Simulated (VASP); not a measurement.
## KBr: single point with PBE0

Crystal: KBr.

```xyz
2
Lattice="0.0000 3.3022 3.3022 3.3022 0.0000 3.3022 3.3022 3.3022 0.0000" Properties=species:S:1:pos:R:3 pbc="T T T"
K     0.0000    0.0000    0.0000
Br    3.3022    3.3022    3.3022
```

* Program: VASP 6.6.1
* Task: single point
* Functional: PBE0
* Potentials or basis: VASP PAW PBE potentials, release 64 (K_sv, Br)
* Cutoff: 520 eV
* k mesh: 4 × 4 × 4
* Occupations: gaussian, width 0.01 eV
* Spin: no spin polarisation

```json
{
  "Pressure": "0.4 GPa",
  "Band gap on the k mesh": "6.32 eV"
}
```

Levels at points of the mesh, in eV from the valence-band top:
| k point | band 4 | band 5 | band 6 | band 7 | band 8 | band 9 | band 10 | band 11 | band 12 | band 13 |
| --- | --- | --- | --- | --- | --- | --- | --- | --- | --- | --- |
| (0.00, 0.00, 0.00) | -12.12 | -12.12 | 0.00 | 0.00 | 0.00 | 6.32 | 9.73 | 9.73 | 9.73 | 10.69 |
| (0.50, 0.00, 0.00) | -12.12 | -11.86 | -1.25 | -0.35 | -0.35 | 8.48 | 10.35 | 12.14 | 12.14 | 12.17 |
| (0.50, 0.50, 0.00) | -12.15 | -12.15 | -0.88 | -0.31 | -0.31 | 7.81 | 9.24 | 11.52 | 11.76 | 12.08 |

Run time: 11 min on 1 thread of Oxide Virtual Turin-like Processor (shared host), peak memory 0.19 GiB.

Caveat: the PAW data sets were made with another functional, which shifts forces and pressure a little.
